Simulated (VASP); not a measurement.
# Fe2Rh (P6/mmm) in VASP: further runs

Fe2Rh is run at these levels: PBE; tasks: single point, relaxation of cell and atoms.

Everything below comes from runs of VASP 6.6.1. Logs are shortened: lines on timing, memory, paths and dates and some standing lists are left out, and cuts for length are marked.

## Step 1: The cell of the first run

The structure is hexagonal, space group P6/mmm (No. 191). The conventional cell has a = 4.050 Å, b = 4.050 Å, c = 2.562 Å, α = 90.00°, β = 90.00°, γ = 120.00°. Within 3.1 Å of Fe (site symmetry -6m2) lie 5 Fe at 2.34 to 2.56 Å and 6 Rh at 2.67 Å. Within 3.4 Å of Rh (site symmetry 6/mmm) lie 2 Rh at 2.56 Å and 12 Fe at 2.67 Å.

## Step 2: Single point, PBE, collinear spin, ferromagnetic start

File INCAR:

```
SYSTEM = Fe2Rh
PREC     = Accurate       ! precision mode
ENCUT    = 520            ! plane-wave cutoff, eV
EDIFF    = 1E-6           ! SCF threshold, eV
ISMEAR   = 0              ! smearing method
SIGMA    = 0.1            ! smearing width, eV
LREAL    = .FALSE.        ! projectors in reciprocal space
LASPH    = .TRUE.         ! aspherical terms in the spheres
NELM     = 150            ! most SCF steps
ALGO     = Normal         ! electronic algorithm
ISIF     = 2              ! what is computed and relaxed
LWAVE    = .FALSE.        ! write WAVECAR
LCHARG   = .TRUE.         ! write CHGCAR
ISPIN    = 2              ! spin polarisation
MAGMOM   = 0.37 0.37 0.14 ! initial moments
LORBIT   = 11             ! projections on sites
LMAXMIX  = 4              ! l up to which the mixer works
GGA      = PE             ! functional
LELF     = .TRUE.         ! ELF
LVHAR    = .TRUE.       
NBANDS   = 26             ! bands
```

File KPOINTS:

```
Automatic mesh
0
G
  6 6 6
  0 0 0
```

File POSCAR:

```
Fe2Rh
1.0
    4.0501673182      0.0000000000      0.0000000000
   -2.0250836591      3.5075477871      0.0000000000
    0.0000000000      0.0000000000      2.5624767930
Fe Rh
2 1
Direct
    0.3333333333      0.6666666667      0.5000000000
    0.6666666667      0.3333333333      0.5000000000
    0.0000000000      0.0000000000      0.0000000000
```

Potentials or basis: VASP PAW PBE potentials, release 64 (Fe, Rh_pv).

Command:

```bash
cat potpaw_PBE.64/Fe/POTCAR potpaw_PBE.64/Rh_pv/POTCAR > POTCAR
mpirun -np 1 vasp_std > vasp.out
```

OUTCAR:

```text
SYSTEM = Fe2Rh
   PREC = Accurate
   ENCUT = 520
   EDIFF = 1E-6
   ISMEAR = 0
   LREAL = .FALSE.
   LASPH = .TRUE.
   NELM = 150
   ISIF = 2
   ISPIN = 2
   LORBIT = 11
   GGA = PE

 ion  position               nearest neighbor table
   1  0.333  0.667  0.500-   2 2.34   2 2.34   2 2.34   3 2.67   3 2.67   3 2.67   3 2.67   3 2.67
                             3 2.67
   2  0.667  0.333  0.500-   1 2.34   1 2.34   1 2.34   3 2.67   3 2.67   3 2.67   3 2.67   3 2.67
                             3 2.67
   3  0.000  0.000  0.000-   1 2.67   2 2.67   1 2.67   2 2.67   1 2.67   1 2.67   2 2.67   2 2.67
                             2 2.67   2 2.67   1 2.67   1 2.67

  LATTYP: Found a hexagonal cell.
 ALAT       =     4.0501673182
 C/A-ratio  =     0.6326841811

  Lattice vectors:

 A1 = (   4.0501673182,   0.0000000000,   0.0000000000)
 A2 = (  -2.0250836591,   3.5075477871,   0.0000000000)
 A3 = (   0.0000000000,   0.0000000000,   2.5624767930)

Analysis of symmetry for initial positions (statically):
=====================================================================
 Subroutine PRICEL returns:
 Original cell was already a primitive cell.

 Routine SETGRP: Setting up the symmetry group for a
 hexagonal supercell.

 Subroutine GETGRP returns: Found 24 space group operations
 (whereof 24 operations were pure point group operations)
 out of a pool of 24 trial point group operations.

The static configuration has the point symmetry D_6h.

Analysis of symmetry for dynamics (positions and initial velocities):
=====================================================================
 Subroutine PRICEL returns:
 Original cell was already a primitive cell.

 Routine SETGRP: Setting up the symmetry group for a
 hexagonal supercell.

 Subroutine GETGRP returns: Found 24 space group operations
 (whereof 24 operations were pure point group operations)
 out of a pool of 24 trial point group operations.

The dynamic configuration has the point symmetry D_6h.

Analysis of structural, dynamic, and magnetic symmetry:
=====================================================================
 Subroutine PRICEL returns:
 Original cell was already a primitive cell.

 Routine SETGRP: Setting up the symmetry group for a
 hexagonal supercell.

 Subroutine GETGRP returns: Found 24 space group operations
 (whereof 24 operations were pure point group operations)
 out of a pool of 24 trial point group operations.

The overall configuration has the point symmetry D_6h.

 Subroutine INISYM returns: Found 24 space group operations
 (whereof 24 operations are pure point group operations),
 and found     1 'primitive' translations

[... 121 lines left out ...]
   GGA     = PE    functional components
   LHFCALC =     F    Hartree Fock is set to
   AEXX    =    0.0000 exact exchange contribution
   IVDW    =     0    specifies the selected vdW correction
   LEPSILON=     F    determine dielectric tensor
   LRPA    =     F    only Hartree local field effects (RPA)
 spin polarized calculation
 Gauss-broadening in eV      SIGMA  =   0.10
  energy-cutoff  :      520.00
  volume of cell :       36.40
 maximum number of plane-waves:      1006
   NGX = 15   NGY = 15   NGZ =  9

 number of electron      31.0000006 magnetization       3.4717697

 Free energy of the ion-electron system (eV)
  ---------------------------------------------------
  ext. energy  EPLUGINS =         0.00000000
  ---------------------------------------------------
  free energy    TOTEN  =       -23.37101023 eV

  energy without entropy =      -23.35069545  energy(sigma->0) =      -23.36085284

 E-fermi :   8.1619     XC(G=0): -13.4720

 val. band max:        8.1570005871   @ k =   0.1667   0.0000   0.0000
 cond. band min:       8.1640065894   @ k =   0.5000   0.0000   0.3333
 fundamental gap:      0.0070060023
 Fermi energy:         8.1619286251

 spin component 1

 k-point     1 :       0.0000    0.0000    0.0000
  band No.  band energies     occupation
      1     -38.4660      1.00000
      2     -38.4660      1.00000
      3     -38.2230      1.00000
      4      -0.1279      1.00000
      5       2.8185      1.00000
      6       4.4799      1.00000
[... 685 lines left out ...]
     25      19.5848      0.00000
     26      19.7291      0.00000

 [... further k-points ...]

 spin component 2

 k-point     1 :       0.0000    0.0000    0.0000
  band No.  band energies     occupation
      1     -38.3609      1.00000
      2     -38.3609      1.00000
      3     -38.1358      1.00000
      4      -0.0220      1.00000
      5       3.1331      1.00000
      6       4.6223      1.00000
[... 685 lines left out ...]
     25      20.1731      0.00000
     26      20.2286      0.00000

 [... further k-points ...]

------------------------ aborting loop because EDIFF is reached ----------------------------------------

  FORCE on cell =-STRESS in cart. coord.  units (eV):
  Direction    XX          YY          ZZ          XY          YZ          ZX
  --------------------------------------------------------------------------------------
  -------------------------------------------------------------------------------------
  Total       -0.0099031     -0.0099031     -0.0290573      0.0000000      0.0000000     -0.0000000
  in kB       -0.4358601     -0.4358601     -1.2788806      0.0000000      0.0000000     -0.0000000
  external PRESSURE =      -0.7168670 kB  Pullay stress =       0.0000000 kB

 VOLUME and BASIS-vectors are now :
 -----------------------------------------------------------------------------
  energy-cutoff  :      520.00
  volume of cell :       36.40
      direct lattice vectors                 reciprocal lattice vectors
     4.050167318  0.000000000  0.000000000     0.246903380  0.142549733  0.000000000
    -2.025083659  3.507547787  0.000000000     0.000000000  0.285099466  0.000000000
     0.000000000  0.000000000  2.562476793     0.000000000  0.000000000  0.390247437

 POSITION                                       TOTAL-FORCE (eV/Angst)
 -----------------------------------------------------------------------------------
     -0.00000      2.33837      1.28124         0.000000     -0.000000     -0.000000
      2.02508      1.16918      1.28124        -0.000000      0.000000      0.000000
      0.00000      0.00000      0.00000        -0.000000      0.000000      0.000000
 -----------------------------------------------------------------------------------
    total drift:                                0.000000      0.000000      0.000000

  FREE ENERGIE OF THE ION-ELECTRON SYSTEM (eV)
  ---------------------------------------------------
  free  energy   TOTEN  =       -23.3710102298 eV

  energy  without entropy=      -23.3506954524  energy(sigma->0) =      -23.36085284

 total charge

# of ion       s       p       d       tot
------------------------------------------
    1        0.478   0.524   6.264   7.265
    2        0.478   0.524   6.264   7.265
    3        0.434   6.330   7.085  13.849
--------------------------------------------------
tot          1.389   7.377  19.614  28.380

 magnetization (x)

# of ion       s       p       d       tot
------------------------------------------
    1       -0.001  -0.013   1.717   1.703
    2       -0.001  -0.013   1.717   1.703
    3       -0.018  -0.032   0.111   0.061
--------------------------------------------------
tot         -0.020  -0.058   3.546   3.468
```

OSZICAR:

```text
N       E                     dE             d eps       ncg     rms          rms(c)
DAV:   1     0.261496986363E+03    0.26150E+03   -0.14942E+04  3104   0.146E+03
DAV:   2    -0.144948179424E+02   -0.27599E+03   -0.25595E+03  2932   0.364E+02
DAV:   3    -0.264328205064E+02   -0.11938E+02   -0.10815E+02  3184   0.929E+01
DAV:   4    -0.266412799804E+02   -0.20846E+00   -0.20795E+00  3446   0.120E+01
DAV:   5    -0.266478361392E+02   -0.65562E-02   -0.65554E-02  3430   0.202E+00    0.202E+01
DAV:   6    -0.347919897713E+02   -0.81442E+01   -0.29646E+01  3362   0.960E+01    0.407E+01
DAV:   7    -0.234936767192E+02    0.11298E+02   -0.30261E+01  3706   0.683E+01    0.808E+00
DAV:   8    -0.231665400520E+02    0.32714E+00   -0.82276E-01  3878   0.100E+01    0.447E+00
DAV:   9    -0.232447195748E+02   -0.78180E-01   -0.11491E-01  3984   0.400E+00    0.324E+00
DAV:  10    -0.233614641449E+02   -0.11674E+00   -0.26145E-01  4200   0.757E+00    0.138E+00
DAV:  11    -0.233686598834E+02   -0.71957E-02   -0.27329E-02  4034   0.174E+00    0.890E-01
DAV:  12    -0.233702187408E+02   -0.15589E-02   -0.45379E-03  4138   0.922E-01    0.410E-01
DAV:  13    -0.233709310972E+02   -0.71236E-03   -0.17078E-03  4008   0.493E-01    0.193E-01
DAV:  14    -0.233706709698E+02    0.26013E-03   -0.10136E-03  3986   0.505E-01    0.176E-01
DAV:  15    -0.233710092878E+02   -0.33832E-03   -0.53164E-04  3738   0.352E-01    0.390E-02
DAV:  16    -0.233710093741E+02   -0.86315E-07   -0.22220E-05  3684   0.603E-02    0.128E-02
DAV:  17    -0.233710104354E+02   -0.10613E-05   -0.10771E-06  1696   0.135E-02    0.647E-03
DAV:  18    -0.233710102298E+02    0.20553E-06   -0.52699E-07  1518   0.820E-03
   1 F= -.23371010E+02 E0= -.23360853E+02  d E =-.203148E-01  mag=     3.4721
```

Wall time 70 s (1 thread of Intel Xeon Platinum 8259CL at 2.50GHz (Skylake/Cascade Lake), shared host); peak memory 0.18 GiB.

Results:

* Free energy: -23.3710 eV
* Pressure: -0.1 GPa
* Net moment: 3.47 μB per cell
* Site moments: Fe +1.70; Rh +0.06 μB
* Valence electrons inside the program's atomic spheres: Fe 7.26; Rh 13.85

Stress tensor (GPa, compression positive):
```
-0.04  0.00  0.00
 0.00 -0.04  0.00
 0.00  0.00 -0.13
```

Levels at points of the mesh, in eV from the Fermi level:
Spin up:
| k point | band 13 | band 14 | band 15 | band 16 | band 17 | band 18 | band 19 | band 20 | band 21 | band 22 |
| --- | --- | --- | --- | --- | --- | --- | --- | --- | --- | --- |
| (0.00, 0.00, 0.00) | -1.89 | -1.70 | -1.70 | -1.63 | -1.63 | 0.27 | 0.27 | 7.40 | 7.40 | 8.28 |
| (0.50, 0.00, 0.00) | -1.57 | -1.48 | -0.64 | -0.25 | -0.10 | 0.03 | 0.10 | 0.41 | 0.91 | 8.44 |
| (0.00, 0.00, 0.50) | -1.86 | -0.02 | -0.02 | 0.22 | 0.22 | 0.41 | 2.13 | 2.98 | 9.06 | 9.36 |
| (0.50, 0.00, 0.50) | -1.03 | -0.95 | -0.53 | -0.11 | 0.31 | 0.55 | 1.85 | 2.41 | 6.49 | 7.08 |
Spin down:
```csv
k point,band 10,band 11,band 12,band 13,band 14,band 15,band 16,band 17,band 18,band 19
"(0.00, 0.00, 0.00)",-1.45,-1.28,-1.06,-1.06,-0.63,-0.63,0.38,0.38,1.91,1.91
"(0.50, 0.00, 0.00)",-1.74,-1.48,-1.23,-0.98,0.51,0.61,0.98,1.19,1.44,1.54
"(0.00, 0.00, 0.50)",-0.49,-0.49,0.08,0.08,1.04,1.04,1.43,1.43,1.92,3.21
"(0.50, 0.00, 0.50)",-1.92,-1.49,-0.87,-0.12,0.18,1.02,1.34,1.51,1.83,2.74
```

Caveat: the k points lie up to 0.41 Å⁻¹ apart.

## Step 3: Relaxation of cell and atoms, PBE, collinear spin, ferromagnetic start

This run uses another cell than the first one, of 10.82 Å³/atom.

File INCAR:

```
PREC = Accurate
ENCUT = 600
EDIFF = 1E-6
ISMEAR = 0
SIGMA = 0.1
LREAL = False
LASPH = True
NELM = 150
ALGO = Normal
ISIF = 3
LWAVE = False
LCHARG = False
ISPIN = 2
MAGMOM = 0.37 0.37 0.14
LORBIT = 11
LMAXMIX = 4
GGA = PE
IBRION = 2
NSW = 90
EDIFFG = -0.04
```

File KPOINTS:

```
Automatic mesh
0
Gamma
  6 6 6
```

File POSCAR:

```
Fe2Rh
1.0
    3.2616772715      0.0000000000      0.0000000000
   -1.6308386358      2.8246953761      0.0000000000
    0.0000000000      0.0000000000      3.5217445623
Fe Rh
2 1
Direct
    0.3333333333      0.6666666667      0.5000000000
    0.6666666667      0.3333333333      0.5000000000
    0.0000000000      0.0000000000      0.0000000000
```

Potentials or basis: VASP PAW PBE potentials, release 64 (Fe, Rh_pv).

Command:

```bash
cat potpaw_PBE.64/Fe/POTCAR potpaw_PBE.64/Rh_pv/POTCAR > POTCAR
mpirun -np 1 vasp_std > vasp.out
```

It took 13 min on 1 thread of Intel Xeon Platinum 8259CL at 2.50GHz (Skylake/Cascade Lake), shared host; peak memory 0.21 GiB.

It converged, with:

```yaml
Free_energy: -23.0078 eV
Relaxed_volume: 11.72 Å³/atom
Relaxed_cell: a = 3.957 Å, b = 3.957 Å, c = 2.594 Å, α = 90.00°, β = 90.00°, γ = 120.00°
Space_group_after_relaxing_to_0.1_Å: P6/mmm (No. 191)
Energy_gained_by_relaxing: 983.9 meV/atom
Ionic_steps: 14
Pressure_after_relaxing: -0.2 GPa
Net_moment: 0.00 μB per cell
Valence_electrons_inside_the_program's_atomic_spheres: Fe 7.37; Rh 13.87
```

Stress tensor (GPa, compression positive):
```
-0.25  0.00  0.00
 0.00 -0.25  0.00
 0.00  0.00 -0.03
```

The path:
```tsv
step	energy change (eV)	largest force (eV/Å)	pressure (GPa)	volume (Å³)
1	0.0000	0.0000	65.06	32.45
2	1.1428	0.0000	-31.80	57.33
3	-1.4023	0.0000	-7.70	40.80
4	-1.4134	0.0000	-4.89	40.20
5	-1.4146	0.0000	-3.88	39.98
6	-1.7087	0.0000	-3.74	39.06
7	-2.2848	0.0000	-1.37	37.04
8	-2.0106	0.0000	42.60	31.46
9	-2.6052	0.0000	1.34	35.82
10	-2.9024	0.0000	11.64	33.79
11	-2.7784	0.0000	-5.82	36.06
12	-2.9321	0.0000	5.27	34.47
13	-2.9495	0.0000	-1.82	35.41
14	-2.9516	0.0000	-0.18	35.17
```

Final structure:
```
Fe Rh
1.0
     3.95694    0.00000    0.00000
    -1.97847    3.42681    0.00000
     0.00000    0.00000    2.59364
Fe Rh
2 1
Direct
  0.33333 0.66667 0.50000
  0.66667 0.33333 0.50000
  0.00000 0.00000 0.00000
```

Levels at points of the mesh, in eV from the Fermi level:
Spin up:
```
           k point  band 12  band 13  band 14  band 15  band 16  band 17  band 18  band 19
(0.00, 0.00, 0.00)    -1.75    -1.75    -1.53    -1.53    -1.04    -1.04     0.84     0.84
(0.50, 0.00, 0.00)    -1.84    -1.63    -0.90     0.09     0.25     0.29     0.70     0.90
(0.00, 0.00, 0.50)    -1.00    -1.00     0.32     0.32     0.69     0.69     1.01     2.31
(0.50, 0.00, 0.50)    -1.81    -0.75    -0.64     0.06     0.55     0.60     0.89     2.12
```
Spin down:
```csv
k point,band 11,band 12,band 13,band 14,band 15,band 16,band 17,band 18,band 19
"(0.00, 0.00, 0.00)",-1.88,-1.75,-1.75,-1.53,-1.53,-1.04,-1.04,0.84,0.84
"(0.50, 0.00, 0.00)",-2.45,-1.84,-1.63,-0.90,0.09,0.25,0.28,0.29,0.90
"(0.00, 0.00, 0.50)",-1.51,-1.00,-1.00,0.32,0.32,0.69,0.69,1.01,2.31
"(0.50, 0.00, 0.50)",-2.33,-1.81,-0.75,-0.64,0.06,0.55,0.60,0.89,2.12
```

Caveat: the k points lie up to 0.40 Å⁻¹ apart in the final cell; a cell axis changed by over 15 % at a fixed basis, so the end point is rough.
